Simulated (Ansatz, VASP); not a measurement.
**One calculation of In, two programs**

The input INCAR:

```
SYSTEM = In
  PREC = Accurate
  ENCUT = 520
  EDIFF = 1E-6
  ISMEAR = -1
  SIGMA = 0.05
  LREAL = .FALSE.
  LASPH = .TRUE.
  NELM = 80
  ALGO = Normal
  ISIF = 2
  LWAVE = .FALSE.
  LCHARG = .TRUE.
  GGA = PE
  LELF = .TRUE.
  LVHAR = .TRUE.
  NBANDS = 12
```

File KPOINTS:

```
Automatic mesh
0
G
  11 11 11
  0 0 0
```

File POSCAR:

```
In
1.0
   -1.6573500545      1.6573500545      2.5222162388
    1.6573500545     -1.6573500545      2.5222162388
    1.6573500545      1.6573500545     -2.5222162388
In
1
Direct
    0.0000000000      0.0000000000      0.0000000000
```

The input input.yaml:

```yaml
crystal:
  lattice:
    - [-1.6573500545, 1.6573500545, 2.5222162388]
    - [1.6573500545, -1.6573500545, 2.5222162388]
    - [1.6573500545, 1.6573500545, -2.5222162388]
  atoms:
    - { symbol: In, position: [0.0, 0.0, 0.0] }
kpoints:
  mp_grid: { grid: [11, 11, 11] }
scf:
  occupations: { method: fermi_dirac, width: 0.05 }
hamiltonian:
  xc: pbe
  pseudopotentials: { kind: all_electron, lapw: { basis_error: 0.0005 } }
output:
  forces: true
  stress: true
  eigenvalues: true
```

Change from the starting cell: volume scaled by 1.06.

Alike in both runs: task single point; functional PBE; k mesh 11 × 11 × 11; occupations fermi-dirac, width 0.05 eV; no spin polarisation.

```csv
,VASP,Ansatz
version,VASP 6.6.1,Ansatz 0.2.0
potentials or method,"VASP PAW PBE potentials, release 64 (In_d), cutoff 520 eV","all-electron LAPW, scalar-relativistic"
```

Ansatz gave:

```
gap on the k mesh at the Fermi level (eV) : none
pressure (GPa)                            : -0.2
```

Task: Which values does VASP return?

Result: gap on the k mesh at the Fermi level (eV): none; pressure (GPa): -0.3.

A gap of «none» marks a metal or a gap that the smearing closes. Ansatz ran all-electron here, and VASP with PAW potentials.
